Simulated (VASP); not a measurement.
# Mo16H (a cell with a defect) in VASP: single point with PBE

Aim: the single point of Mo16H (a cell with a defect) with PBE.

Everything below comes from runs of VASP 6.6.1. Logs are shortened: lines on timing, memory, paths and dates and some standing lists are left out, and cuts for length are marked.

**1. The cell of the first run**

The cell holds a defect, 17 atoms: a = 6.300 Å, b = 6.300 Å, c = 6.300 Å, α = 90.00°, β = 90.00°, γ = 90.00°.

**2. Single point, PBE**

Contents of INCAR:

```
SYSTEM = Mo16H
ALGO     = Normal         ! electronic algorithm
EDIFF    = 1E-7           ! SCF threshold, eV
ENCUT    = 520            ! plane-wave cutoff, eV
GGA      = PE             ! functional
ISIF     = 2              ! what is computed and relaxed
ISMEAR   = 0              ! smearing method
LASPH    = .TRUE.         ! aspherical terms in the spheres
LCHARG   = .TRUE.         ! write CHGCAR
LELF     = .TRUE.         ! ELF
LREAL    = Auto         
LVHAR    = .TRUE.       
LWAVE    = .FALSE.        ! write WAVECAR
NBANDS   = 126            ! bands
NELM     = 100            ! most SCF steps
PREC     = Accurate       ! precision mode
SIGMA    = 0.1            ! smearing width, eV
```

Contents of KPOINTS:

```
k-points
0
G
  3 3 3
  0 0 0
```

Contents of POSCAR:

```
Mo16H
1.0
    6.3000000000      0.0000000000      0.0000000000
    0.0000000000      6.3000000000      0.0000000000
    0.0000000000      0.0000000000      6.3000000000
Mo H
16 1
Direct
   -0.0020492063      0.0012569841     -0.0000831746
    0.5007255556     -0.0002700000     -0.0000833333
   -0.0088498413      0.5120766667     -0.0000834921
   -0.0015241270     -0.0013947619      0.4999166667
    0.2564904762      0.2480501587      0.2648023810
    0.4986680952      0.5016392063     -0.0000836508
    0.5030104762     -0.0027971429      0.4999168254
    0.7500306349      0.2503698413      0.2510914286
   -0.0012198413      0.5015015873      0.4999169841
    0.2497982540      0.7499787302      0.2508185714
    0.2564895238      0.2480507937      0.7350352381
    0.5023582540      0.5026001587      0.4999171429
    0.7478493651      0.7515182540      0.2511574603
    0.7500309524      0.2503698413      0.7487425397
    0.2497982540      0.7499785714      0.7490155556
    0.7478495238      0.7515180952      0.7486774603
    0.1592204762      0.2774522222     -0.0000809524
```

Potentials or basis: VASP PAW PBE potentials, release 64 (Mo_sv, H).

Started as:

```console
$ cat potpaw_PBE.64/Mo_sv/POTCAR potpaw_PBE.64/H/POTCAR > POTCAR
$ mpirun -np 1 vasp_std > vasp.out
```

OUTCAR:

```text
SYSTEM = Mo16H
   EDIFF = 1E-7
   ENCUT = 520
   GGA = PE
   ISIF = 2
   ISMEAR = 0
   LASPH = .TRUE.
   LREAL = Auto
   NELM = 100
   PREC = Accurate

 ion  position               nearest neighbor table
   1  0.998  0.001  1.000-  17 2.01  14 2.72   8 2.72  16 2.73  13 2.73  15 2.74  10 2.74  11 2.80
                             5 2.80   3 3.08   2 3.13   4 3.15   4 3.15   2 3.17   3 3.22
   2  0.501  1.000  1.000-  16 2.72  13 2.72  14 2.73   8 2.73  15 2.73  10 2.73  11 2.76   5 2.76
                             1 3.13   6 3.14   7 3.15   7 3.15   6 3.16   1 3.17
   3  0.991  0.512  1.000-  17 1.82  16 2.67  13 2.67  15 2.72  10 2.72  14 2.74   8 2.74  11 2.89
                             5 2.89   1 3.08   6 3.10   9 3.15   9 3.15   6 3.20   1 3.22
   4  0.998  0.999  0.500-   5 2.70  11 2.70  13 2.72  16 2.72   8 2.72  14 2.72  10 2.72  15 2.72
                             7 3.12   9 3.13   1 3.15   1 3.15   9 3.17   7 3.18
   5  0.256  0.248  0.265-  17 1.79   7 2.67  12 2.68   4 2.70   9 2.72   2 2.76   6 2.77   1 2.80
                             3 2.89  11 2.96   8 3.11  10 3.14  10 3.16   8 3.19  11 3.34
   6  0.499  0.502  1.000-  15 2.72  10 2.72  16 2.73  13 2.73  14 2.74   8 2.74  11 2.77   5 2.77
                             3 3.10   2 3.14  12 3.15  12 3.15   2 3.16   3 3.20
   7  0.503  0.997  0.500-   5 2.67  11 2.67  13 2.69  16 2.69   8 2.72  14 2.72  10 2.73  15 2.73
                            12 3.12   4 3.12   2 3.15   2 3.15   4 3.18  12 3.18
   8  0.750  0.250  0.251-   1 2.72   9 2.72  12 2.72   4 2.72   7 2.72   2 2.73   6 2.74   3 2.74
                             5 3.11  14 3.14  13 3.14  13 3.16  14 3.16   5 3.19
   9  0.999  0.502  0.500-   5 2.72  11 2.72  10 2.72  15 2.72  14 2.72   8 2.72  13 2.73  16 2.73
                            12 3.13   4 3.13   3 3.15   3 3.15   4 3.17  12 3.17
  10  0.250  0.750  0.251-   3 2.72   6 2.72   9 2.72   4 2.72  12 2.72   7 2.73   2 2.73   1 2.74
                            13 3.14  15 3.14   5 3.14  15 3.16  13 3.16   5 3.16
  11  0.256  0.248  0.735-  17 1.79   7 2.67  12 2.68   4 2.70   9 2.72   2 2.76   6 2.77   1 2.80
                             3 2.89   5 2.96  14 3.11  15 3.14  15 3.16  14 3.19   5 3.34
  12  0.502  0.503  0.500-   5 2.68  11 2.68  13 2.70  16 2.70  14 2.72   8 2.72  15 2.72  10 2.72
                             7 3.12   9 3.13   6 3.15   6 3.15   9 3.17   7 3.18
  13  0.748  0.752  0.251-   3 2.67   7 2.69  12 2.70   4 2.72   2 2.72   9 2.73   6 2.73   1 2.73
                            16 3.13  10 3.14   8 3.14   8 3.16  10 3.16  16 3.17
  14  0.750  0.250  0.749-   1 2.72   9 2.72  12 2.72   4 2.72   7 2.72   2 2.73   6 2.74   3 2.74
                            11 3.11   8 3.14  16 3.14  16 3.16   8 3.16  11 3.19
  15  0.250  0.750  0.749-   3 2.72   6 2.72   9 2.72   4 2.72  12 2.72   7 2.73   2 2.73   1 2.74
                            16 3.14  10 3.14  11 3.14  10 3.16  16 3.16  11 3.16
  16  0.748  0.752  0.749-   3 2.67   7 2.69  12 2.70   4 2.72   2 2.72   9 2.73   6 2.73   1 2.73
                            13 3.13  15 3.14  14 3.14  14 3.16  15 3.16  13 3.17
  17  0.159  0.277  1.000-   5 1.79  11 1.79   3 1.82   1 2.01

  LATTYP: Found a simple cubic cell.
 ALAT       =     6.3000000000

  Lattice vectors:

 A1 = (   6.3000000000,   0.0000000000,   0.0000000000)
 A2 = (   0.0000000000,   6.3000000000,   0.0000000000)
[... 165 lines left out ...]
     AMIX_MAG =   1.60;   BMIX_MAG =  1.00
  volume/ion in A,a.u.               =      14.71        99.26
  Fermi-wavevector in a.u.,A,eV,Ry     =   1.580502  2.986716 33.987182  2.497987
  Thomas-Fermi vector in A             =   2.680720
   LORBIT       =      0    0 simple, 1 ext, 2 COOP (PROOUT), +10 PAW based schemes
   GGA     = PE    functional components
   LHFCALC =     F    Hartree Fock is set to
   AEXX    =    0.0000 exact exchange contribution
   IVDW    =     0    specifies the selected vdW correction
   LEPSILON=     F    determine dielectric tensor
   LRPA    =     F    only Hartree local field effects (RPA)
 non-spin polarized calculation
 Gauss-broadening in eV      SIGMA  =   0.10
  energy-cutoff  :      520.00
  volume of cell :      250.05
 maximum number of plane-waves:      6763
   NGX = 23   NGY = 23   NGZ = 23

 number of electron     225.0000017 magnetization

 Free energy of the ion-electron system (eV)
  ---------------------------------------------------
  ext. energy  EPLUGINS =         0.00000000
  ---------------------------------------------------
  free energy    TOTEN  =      -177.74412826 eV

  energy without entropy =     -177.65922329  energy(sigma->0) =     -177.70167578

 E-fermi :  12.7865     XC(G=0): -13.4255

 val. band max:       12.7748864432   @ k =   0.3333   0.3333   0.0000
 cond. band min:      12.7929178912   @ k =   0.0000   0.3333   0.0000
 fundamental gap:      0.0180314479
 Fermi energy:        12.7864693638

 k-point     1 :       0.0000    0.0000    0.0000
  band No.  band energies     occupation
      1     -48.6145      2.00000
      2     -48.4048      2.00000
      3     -48.3892      2.00000
      4     -48.3686      2.00000
      5     -48.3619      2.00000
      6     -48.3550      2.00000
[... 1259 lines left out ...]
    123      14.0318      0.00000
    124      14.1004      0.00000
 [bands above 124 left out]

------------------------ aborting loop because EDIFF is reached ----------------------------------------

  FORCE on cell =-STRESS in cart. coord.  units (eV):
  Direction    XX          YY          ZZ          XY          YZ          ZX
  --------------------------------------------------------------------------------------
  -------------------------------------------------------------------------------------
  Total        9.3502263      8.7729577     12.3652252     -0.8721252      0.0000000      0.0000000
  in kB       59.9116190     56.2127678     79.2302390     -5.5881462      0.0000000      0.0000000
  external PRESSURE =      65.1182086 kB  Pullay stress =       0.0000000 kB

 VOLUME and BASIS-vectors are now :
 -----------------------------------------------------------------------------
  energy-cutoff  :      520.00
  volume of cell :      250.05
      direct lattice vectors                 reciprocal lattice vectors
     6.300000000  0.000000000  0.000000000     0.158730159  0.000000000  0.000000000
     0.000000000  6.300000000  0.000000000     0.000000000  0.158730159  0.000000000
     0.000000000  0.000000000  6.300000000     0.000000000  0.000000000  0.158730159

 POSITION                                       TOTAL-FORCE (eV/Angst)
 -----------------------------------------------------------------------------------
      6.28709      0.00792      6.29948         0.003173     -0.016222      0.000000
      3.15457      6.29830      6.29948         0.024843      0.012395      0.000000
      6.24425      3.22608      6.29947         0.035116      0.023530      0.000000
      6.29040      6.29121      3.14948         0.018893      0.030569      0.000000
      1.61589      1.56272      1.66826         0.042231      0.044229      0.011380
      3.14161      3.16033      6.29947         0.035906      0.021693      0.000000
[... 9 lines left out ...]
      4.71145      4.73456      4.71667         0.014305      0.009075      0.005156
      1.00309      1.74795      6.29949        -0.314479     -0.349048      0.000000
 -----------------------------------------------------------------------------------
    total drift:                               -0.000338      0.000898      0.322809

  FREE ENERGIE OF THE ION-ELECTRON SYSTEM (eV)
  ---------------------------------------------------
  free  energy   TOTEN  =      -177.7441282650 eV

  energy  without entropy=     -177.6592232920  energy(sigma->0) =     -177.70167578
```

OSZICAR:

```text
N       E                     dE             d eps       ncg     rms          rms(c)
DAV:   1     0.304869557825E+04    0.30487E+04   -0.13999E+05  2528   0.189E+03
DAV:   2    -0.251909910521E+02   -0.30739E+04   -0.30137E+04  2644   0.602E+02
DAV:   3    -0.182220263506E+03   -0.15703E+03   -0.15166E+03  3360   0.115E+02
DAV:   4    -0.188380823591E+03   -0.61606E+01   -0.59614E+01  3024   0.165E+01
[... 10 lines left out ...]
DAV:  15    -0.177744128801E+03    0.36192E-06   -0.27409E-05  3272   0.233E-02    0.890E-03
DAV:  16    -0.177744129091E+03   -0.29017E-06   -0.35720E-06  3152   0.855E-03    0.351E-03
DAV:  17    -0.177744128752E+03    0.33874E-06   -0.64136E-07  2440   0.379E-03    0.215E-03
DAV:  18    -0.177744128332E+03    0.42035E-06   -0.11210E-07  1624   0.173E-03    0.655E-04
DAV:  19    -0.177744128265E+03    0.66691E-07   -0.50374E-08  1608   0.944E-04
   1 F= -.17774413E+03 E0= -.17770168E+03  d E =-.849050E-01
```

Wall time 11 min (1 thread of AMD EPYC 7R43 (Zen 3), shared host); peak memory 0.41 GiB.

Results:

| Quantity | Value |
| --- | --- |
| Free energy | -177.7441 eV |
| Pressure | 6.5 GPa |
| Largest force | 0.470 eV/Å |
| Band gap on the k mesh | zero (an odd number of electrons rules out a gap without spin polarisation) |

Forces on the atoms (eV/Å):
```
Mo   0.003 -0.016  0.000
Mo   0.025  0.012  0.000
Mo   0.035  0.024  0.000
Mo   0.019  0.031  0.000
Mo   0.042  0.044  0.011
Mo   0.036  0.022  0.000
Mo   0.003  0.037  0.000
Mo   0.007  0.021  0.001
Mo   0.025  0.017  0.000
Mo   0.014  0.024  0.000
Mo   0.042  0.044 -0.011
Mo   0.013  0.026  0.000
Mo   0.014  0.009 -0.005
Mo   0.007  0.021 -0.001
Mo   0.014  0.024  0.000
Mo   0.014  0.009  0.005
H   -0.314 -0.349  0.000
```

Levels at points of the mesh, in eV from the Fermi level:
```csv
k point,band 108,band 109,band 110,band 111,band 112,band 113,band 114,band 115,band 116,band 117
"(0.00, 0.00, 0.00)",-0.75,-0.74,-0.74,-0.73,-0.69,0.53,0.59,0.68,0.73,0.75
```
